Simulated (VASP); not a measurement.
Here is a VASP 6.6.1 calculation.

POSCAR

```
AlGa3N4
1.0
    4.4653444522      0.0000000000      0.0000000000
    0.0000000000      4.4653444522      0.0000000000
    0.0000000000      0.0000000000      4.2420772296
Al Ga N
1 3 4
Direct
    0.0000000000      0.0000000000      0.0000000000
    0.5000000000      0.5000000000      0.0000000000
    0.5000000000      0.0000000000      0.5000000000
    0.0000000000      0.5000000000      0.5000000000
    0.7553510553      0.7553510553      0.2446489447
    0.7553510553      0.2446489447      0.7553510553
    0.2446489447      0.7553510553      0.7553510553
    0.2446489447      0.2446489447      0.2446489447
```

INCAR.step1

```
PREC     = Accurate       # precision mode
ENCUT    = 520            # plane-wave cutoff, eV
ISMEAR   = 0              # smearing method
SIGMA    = 0.05           # smearing width, eV
LREAL    = F              # projectors in reciprocal space
LASPH    = T              # aspherical terms in the spheres
NELM     = 80             # most SCF steps
NBANDS   = 41             # bands
GGA      = PE             # functional
ALGO     = Normal         # electronic algorithm
EDIFF    = 1E-4           # SCF threshold, eV
LWAVE    = T              # write WAVECAR
LCHARG   = F              # write CHGCAR
```

File INCAR.step2:

```
PREC     = Accurate       # precision mode
ENCUT    = 520            # plane-wave cutoff, eV
EDIFF    = 1E-6           # SCF threshold, eV
ISMEAR   = 0              # smearing method
SIGMA    = 0.05           # smearing width, eV
LREAL    = F              # projectors in reciprocal space
LASPH    = T              # aspherical terms in the spheres
NELM     = 80             # most SCF steps
ALGO     = Normal         # electronic algorithm
ISIF     = 2              # what is computed and relaxed
LWAVE    = F              # write WAVECAR
LCHARG   = F              # write CHGCAR
METAGGA  = R2SCAN         # meta-GGA
LMIXTAU  = T            
NBANDS   = 41             # bands
ISTART   = 1
```

KPOINTS

```
regular mesh
0
Gamma
  6 6 6
```

Potentials or basis: VASP PAW PBE potentials, release 64 (Al, Ga_d, N).

Launch:

```sh
$ cat potpaw_PBE.64/Al/POTCAR potpaw_PBE.64/Ga_d/POTCAR potpaw_PBE.64/N/POTCAR > POTCAR
$ cp INCAR.step1 INCAR
$ mpirun -np 1 vasp_std > vasp.out
$ cp INCAR.step2 INCAR
$ mpirun -np 1 vasp_std > vasp.out
```

Problem. What does it give for the pressure?

Solution. 12.0 GPa.

Problem. Estimate the band gap on the k mesh.

Solution. 3.05 eV, direct.

Problem. What does it give for the largest force?

Solution. 0.115 eV/Å.

Stress tensor (GPa, compression positive):
```
10.12  0.00  0.00
 0.00 10.12  0.00
 0.00  0.00 15.82
```

Caveat: the cell differs from its parent crystal (strain +0.000 along x and y, -0.050 along z); the PAW data sets were made with another functional, which shifts forces and pressure a little.
